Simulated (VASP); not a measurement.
# Al4B3Sb in VASP: notebook, part 2 of 3

VASP 6.6.1.

**3. Relaxation of cell and atoms, PBE**

This run uses another cell than the first one, of 13.84 Å³/atom.

The input, INCAR:

```
PREC     = Accurate       # precision mode
ENCUT    = 600            # plane-wave cutoff, eV
EDIFF    = 1E-6           # SCF threshold, eV
ISMEAR   = 0              # smearing method
SIGMA    = 0.1            # smearing width, eV
LREAL    = F              # projectors in reciprocal space
LASPH    = T              # aspherical terms in the spheres
NELM     = 60             # most SCF steps
ALGO     = Normal         # electronic algorithm
ISIF     = 3              # what is computed and relaxed
LWAVE    = F              # write WAVECAR
LCHARG   = F              # write CHGCAR
GGA      = PE             # functional
IBRION   = 2              # ionic algorithm
NSW      = 90             # ionic steps
EDIFFG   = -0.04          # ionic threshold
```

The input, KPOINTS:

```
regular mesh
0
Gamma
  6 6 2
```

The input, POSCAR:

```
Al4B3Sb
1.0
    3.2798464476      0.0000000000      0.0000000000
    0.0000000000      3.0859496260      0.0000000000
   -0.0149984785      0.0000000000     10.9361715413
Al B Sb
4 3 1
Direct
    0.4772660327      0.5000000000      0.4966977037
    0.0080253330      0.5000000000      0.8497333710
    0.5104112632      0.0000000000      0.6976226158
    0.0060016379      0.0000000000      0.0717905883
    0.5017058588      0.5000000000      0.9970290678
    0.0007118267      0.5000000000      0.6469410979
    0.5092366756      0.0000000000      0.9131388588
    0.9866413521      0.0000000000      0.3270457067
```

Potentials or basis: VASP PAW PBE potentials, release 64 (Al, B, Sb).

Run with:

```console
> cat potpaw_PBE.64/Al/POTCAR potpaw_PBE.64/B/POTCAR potpaw_PBE.64/Sb/POTCAR > POTCAR
> mpirun -np 1 vasp_std > vasp.out
```

OUTCAR:

```text
PREC = Accurate
   ENCUT = 600
   EDIFF = 1E-6
   ISMEAR = 0
   LREAL = F
   LASPH = T
   NELM = 60
   ISIF = 3
   GGA = PE
   IBRION = 2
   NSW = 90
   EDIFFG = -0.04

 ion  position               nearest neighbor table
   1  0.477  0.500  0.497-   6 2.27   6 2.37   3 2.69   3 2.69   8 2.90   8 2.90   8 2.94   8 2.94

   2  0.008  0.500  0.850-   6 2.22   5 2.28   5 2.32   7 2.35   7 2.35   7 2.36   7 2.36   3 2.79
                             3 2.79   3 2.81   3 2.81   4 2.88   4 2.88
   3  0.510  0.000  0.698-   6 2.30   6 2.30   6 2.34   6 2.34   7 2.36   1 2.69   1 2.69   2 2.79
                             2 2.79   2 2.81   2 2.81
   4  0.006  0.000  0.072-   7 2.38   5 2.39   5 2.39   7 2.40   5 2.40   5 2.40   8 2.79   2 2.88
                             2 2.88
   5  0.502  0.500  0.997-   7 1.80   7 1.80   2 2.28   2 2.32   4 2.39   4 2.39   4 2.40   4 2.40

   6  0.001  0.500  0.647-   2 2.22   1 2.27   3 2.30   3 2.30   3 2.34   3 2.34   1 2.37
   7  0.509  0.000  0.913-   5 1.80   5 1.80   2 2.35   2 2.35   3 2.36   2 2.36   2 2.36   4 2.38
                             4 2.40
   8  0.987  0.000  0.327-   4 2.79   1 2.90   1 2.90   1 2.94   1 2.94

  LATTYP: Found a simple monoclinic cell.
 ALAT       =     3.2798464476
 B/A-ratio  =     0.9408823478
 C/A-ratio  =     3.3343578734
 COS(beta)  =    -0.0013714547

  Lattice vectors:

 A1 = (   3.2798464476,   0.0000000000,   0.0000000000)
 A2 = (   0.0000000000,   3.0859496260,   0.0000000000)
 A3 = (  -0.0149984785,   0.0000000000,  10.9361715413)

Analysis of symmetry for initial positions (statically):
=====================================================================
 Subroutine PRICEL returns:
 Original cell was already a primitive cell.

 Routine SETGRP: Setting up the symmetry group for a
 simple monoclinic supercell.

 Subroutine GETGRP returns: Found  2 space group operations
 (whereof  2 operations were pure point group operations)
 out of a pool of  4 trial point group operations.

The static configuration has the point symmetry C_1h.

Analysis of symmetry for dynamics (positions and initial velocities):
=====================================================================
 Subroutine PRICEL returns:
 Original cell was already a primitive cell.

 Routine SETGRP: Setting up the symmetry group for a
 simple monoclinic supercell.

 Subroutine GETGRP returns: Found  2 space group operations
 (whereof  2 operations were pure point group operations)
 out of a pool of  4 trial point group operations.

The dynamic configuration has the point symmetry C_1h.

 Subroutine INISYM returns: Found  2 space group operations
 (whereof  2 operations are pure point group operations),
 and found     1 'primitive' translations

----------------------------------------------------------------------------------------

                                     Primitive cell

  volume of cell :     110.6898

  direct lattice vectors                    reciprocal lattice vectors
     3.279846448  0.000000000  0.000000000     0.304892322  0.000000000  0.000418146
[... 91 lines left out ...]
   ICHARG =      2    charge: 1-file 2-atom 10-const
   ISPIN  =      1    spin polarized calculation?
   LNONCOLLINEAR =      F non collinear calculations
   LSORBIT =      F    spin-orbit coupling
   LASPH  =      T    aspherical Exc in radial PAW
   ENCUT  =  600.0 eV  44.10 Ry    6.64 a.u.   6.55  6.16 21.84*2*pi/ulx,y,z
   NELM   =     60;   NELMIN=  2; NELMDL= -5     # of ELM steps
   EDIFF  = 0.1E-05   stopping-criterion for ELM
   LREAL  =      F    real-space projection
   EDIFFG = -.4E-01   stopping-criterion for IOM
   NSW    =     90    number of steps for IOM
   IBRION =      2    ionic relax: 0-MD 1-quasi-New 2-CG
   NFREE  =      1    steps in history (QN), initial steepest desc. (CG)
   ISIF   =      3    stress and relaxation
   ISYM   =      2    0-nonsym 1-usesym 2-fastsym
   POTIM  = 0.5000    time-step for ionic-motion
   TEBEG  =    0.0;   TEEND  =   0.0 temperature during run
   PSTRESS=    0.0 pullay stress
   NELECT =      26.0000    total number of electrons
   NUPDOWN=      -1.0000    fix difference up-down
   EMIN   =  10.00;   EMAX   =-10.00  energy-range for DOS
   EFERMI =   0.00;   METHOD = LEGACY
   ISMEAR =     0;   SIGMA  =   0.10  broadening in eV -4-tet -1-fermi 0-gaus
   EFERMI_NEDOS =   21; number of points for ismear=-14 and -15
   IALGO  =     38    algorithm
   IMIX   =      4    mixing-type and parameters
     AMIX     =   0.40;   BMIX     =  1.00
     AMIX_MAG =   1.60;   BMIX_MAG =  1.00
  volume/ion in A,a.u.               =      13.84        93.37
  Fermi-wavevector in a.u.,A,eV,Ry     =   1.010098  1.908808 13.881989  1.020297
  Thomas-Fermi vector in A             =   2.143066
   LORBIT       =      0    0 simple, 1 ext, 2 COOP (PROOUT), +10 PAW based schemes
   GGA     = PE    functional components
   LHFCALC =     F    Hartree Fock is set to
   AEXX    =    0.0000 exact exchange contribution
   IVDW    =     0    specifies the selected vdW correction
   LEPSILON=     F    determine dielectric tensor
   LRPA    =     F    only Hartree local field effects (RPA)
 conjugate gradient relaxation of ions
 non-spin polarized calculation
 Gauss-broadening in eV      SIGMA  =   0.10
  energy-cutoff  :      600.00
  volume of cell :      110.69
 maximum number of plane-waves:      3734
 NGX is ok and might be reduce to    28
   NGX = 13   NGY = 13   NGZ = 43

--------------------------------------- Ionic step        1  -------------------------------------------

 number of electron      26.0000000 magnetization

 Free energy of the ion-electron system (eV)
  ---------------------------------------------------
  ext. energy  EPLUGINS =         0.00000000
  ---------------------------------------------------
  free energy    TOTEN  =       -37.28854122 eV

  energy without entropy =      -37.26551395  energy(sigma->0) =      -37.27702758

------------------------ aborting loop because EDIFF is reached ----------------------------------------

  FORCE on cell =-STRESS in cart. coord.  units (eV):
  Direction    XX          YY          ZZ          XY          YZ          ZX
  --------------------------------------------------------------------------------------
  -------------------------------------------------------------------------------------
  Total        0.9058128     -0.9525705      0.3919355      0.0000000      0.0000000      0.0062741
  in kB       13.1111675    -13.7879608      5.6730620      0.0000000      0.0000000      0.0908143
  external PRESSURE =       1.6654229 kB  Pullay stress =       0.0000000 kB
[... 107 lines left out ...]
  FREE ENERGIE OF THE ION-ELECTRON SYSTEM (eV)
  ---------------------------------------------------
  free  energy   TOTEN  =       -37.3734771093 eV

  energy  without entropy=      -37.3574510973  energy(sigma->0) =      -37.36546410

[... ionic steps 4 to 14 ...]

--------------------------------------- Ionic step       15  -------------------------------------------

 number of electron      26.0000000 magnetization

------------------------ aborting loop because EDIFF is reached ----------------------------------------
[... 79 lines left out ...]
--------------------------------------- Ionic step       17  -------------------------------------------

 number of electron      26.0000000 magnetization

 Free energy of the ion-electron system (eV)
  ---------------------------------------------------
  ext. energy  EPLUGINS =         0.00000000
  ---------------------------------------------------
  free energy    TOTEN  =       -37.49725908 eV

  energy without entropy =      -37.48612387  energy(sigma->0) =      -37.49169147

 E-fermi :   8.0179     XC(G=0): -10.4941

 val. band max:        7.9915213559   @ k =   0.0000   0.3333   0.0000
 cond. band min:       8.0201053517   @ k =   0.3333   0.3333   0.0000
 fundamental gap:      0.0285839959
 Fermi energy:         8.0178547749

 k-point     1 :       0.0000    0.0000    0.0000
  band No.  band energies     occupation
      1      -5.9627      2.00000
      2      -4.0666      2.00000
      3      -3.7034      2.00000
      4      -0.6247      2.00000
      5       0.8001      2.00000
      6       4.4983      2.00000
[... 481 lines left out ...]
      5      -0.0582      2.00000
      6       1.9873      2.00000
[... 10 lines left out ...]
     17      10.8536      0.00000
     18      11.5802      0.00000

 [... further k-points ...]

------------------------ aborting loop because EDIFF is reached ----------------------------------------

  FORCE on cell =-STRESS in cart. coord.  units (eV):
  Direction    XX          YY          ZZ          XY          YZ          ZX
  --------------------------------------------------------------------------------------
  -------------------------------------------------------------------------------------
  Total       -0.0147742     -0.1377649     -0.0606636      0.0000000      0.0000000     -0.0135280
  in kB       -0.2097852     -1.9561855     -0.8613900      0.0000000      0.0000000     -0.1920902
  external PRESSURE =      -1.0091203 kB  Pullay stress =       0.0000000 kB
[... 23 lines left out ...]
  FREE ENERGIE OF THE ION-ELECTRON SYSTEM (eV)
  ---------------------------------------------------
  free  energy   TOTEN  =       -37.4972590794 eV

  energy  without entropy=      -37.4861238701  energy(sigma->0) =      -37.49169147

 reached required accuracy - stopping structural energy minimisation
```

Wall time 5.8 min (1 thread of Intel Xeon 6975P-C (Granite Rapids), shared host); peak memory 0.3 GiB.

What came out:

```yaml
Free_energy: -37.4973 eV
Relaxed_volume: 14.10 Å³/atom
Relaxed_cell: a = 3.251 Å, b = 3.004 Å, c = 11.557 Å, α = 90.00°, β = 90.31°, γ = 90.00°
Space_group_after_relaxing_to_0.1_Å: Pm (No. 6)
Energy_gained_by_relaxing: 26.1 meV/atom
Ionic_steps: 17
Pressure_after_relaxing: -0.1 GPa
Largest_force_after_relaxing: 0.039 eV/Å
Band_gap_on_the_k_mesh: zero (bands 13 and 14 overlap by 3.80 eV)
```

Forces in eV/Å, atoms in the order of the input:
```
Al   0.001  0.000  0.036
Al  -0.001  0.000 -0.039
Al  -0.015  0.000  0.029
Al  -0.007  0.000 -0.017
B    0.007  0.000  0.030
B    0.008  0.000  0.007
B   -0.010  0.000 -0.023
Sb   0.017  0.000 -0.022
```

Stress tensor (GPa, compression positive):
```
-0.02  0.00 -0.02
 0.00 -0.20  0.00
-0.02  0.00 -0.09
```

The path:
```csv
step,energy change (eV),largest force (eV/Å),pressure (GPa),volume (Å³)
1,0.0000,0.7899,0.17,110.69
2,-0.0542,0.5713,-0.11,110.92
3,-0.0849,0.2742,-0.20,111.16
4,-0.0884,0.3952,-0.18,111.26
5,-0.1229,0.3194,0.41,111.06
6,-0.1398,0.2835,1.35,110.72
7,-0.1545,0.2988,1.14,111.08
8,-0.1699,0.3621,0.76,111.87
9,-0.1863,0.3079,0.31,112.23
10,-0.1987,0.1919,-0.76,113.12
11,-0.1995,0.2135,-0.56,112.94
12,-0.2025,0.1652,-0.24,112.62
13,-0.2049,0.0645,0.42,111.97
14,-0.2065,0.0520,0.25,112.18
15,-0.2073,0.0785,0.02,112.49
16,-0.2081,0.0563,-0.02,112.61
17,-0.2087,0.0385,-0.10,112.83
```

Final structure:
```cif
data_structure
_symmetry_space_group_name_H-M 'P 1'
_symmetry_Int_Tables_number 1
_cell_length_a 3.2506
_cell_length_b 3.0037
_cell_length_c 11.5568
_cell_angle_alpha 90.000
_cell_angle_beta 90.315
_cell_angle_gamma 90.000
_cell_volume 112.83
loop_
_atom_site_label
_atom_site_type_symbol
_atom_site_fract_x
_atom_site_fract_y
_atom_site_fract_z
_atom_site_occupancy
Al1 Al 0.49312 0.50000 0.51483 1
Al2 Al 0.00300 0.50000 0.84867 1
Al3 Al 0.49960 0.00000 0.70182 1
Al4 Al 0.00974 0.00000 0.06798 1
B1 B 0.50590 0.50000 0.99063 1
B2 B 0.99754 0.50000 0.65406 1
B3 B 0.50474 0.00000 0.91003 1
Sb1 Sb 0.98637 0.00000 0.31198 1
```

Caveat: spin-orbit coupling is left out, which moves the levels of the heavy elements.

(Continued in part 3 of 3.)
